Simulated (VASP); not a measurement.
A run of VASP 6.6.1 is set up as follows.

File INCAR:

```
SYSTEM = TbSi3W2
  ALGO = Normal
  EDIFF = 1E-6
  ENCUT = 500
  GGA = PE
  GGA_COMPAT = .False.
  ISIF = 2
  ISMEAR = 0
  LASPH = .True.
  LCHARG = .False.
  LMAXMIX = 6
  LREAL = .False.
  LWAVE = .False.
  NBANDS = 34
  NELM = 200
  PREC = Accurate
  SIGMA = 0.1
```

KPOINTS

```
k-points
0
Gamma
  12 12 6
  0 0 0
```

Contents of POSCAR:

```
TbSi3W2
1.0
    4.2525845143      0.0000000000      0.0000000000
   -2.1262922572      3.6828462211      0.0000000000
    0.0000000000      0.0000000000      6.7377551056
Tb Si W
1 3 2
Direct
    0.0000000000      0.0000000000      0.5000000000
    0.3333333333      0.6666666667      0.2539419701
    0.6666666667      0.3333333333      0.7460580299
    0.0000000000      0.0000000000      0.0000000000
    0.3333333333      0.6666666667      0.8782587858
    0.6666666667      0.3333333333      0.1217412142
```

Potentials or basis: VASP PAW PBE potentials, release 64 (Tb_3, Si, W_sv), 4f in core.

Command:

```bash
$ cat potpaw_PBE.64/Tb_3/POTCAR potpaw_PBE.64/Si/POTCAR potpaw_PBE.64/W_sv/POTCAR > POTCAR
$ mpirun -np 1 vasp_std > vasp.out
```

**Question.** What does it give for the largest force?

**Answer.** 0.009 eV/Å.

**Question.** Estimate the pressure.

**Answer.** 0.2 GPa.

**Question.** What does it give for the band gap on the k mesh?

**Answer.** Zero (an odd number of electrons rules out a gap without spin polarisation).

Forces on the atoms (eV/Å):
```
Tb   0.000  0.000  0.000
Si   0.000  0.000  0.005
Si   0.000  0.000 -0.005
Si   0.000  0.000  0.000
W    0.000  0.000 -0.009
W    0.000  0.000  0.009
```

Caveat: spin-orbit coupling is left out, which moves the levels of the heavy elements; the 4f electrons are frozen in the core, so they carry no moment and show no levels. Spin polarisation is off, so any magnetic state and its effect on volume and gap are missing.
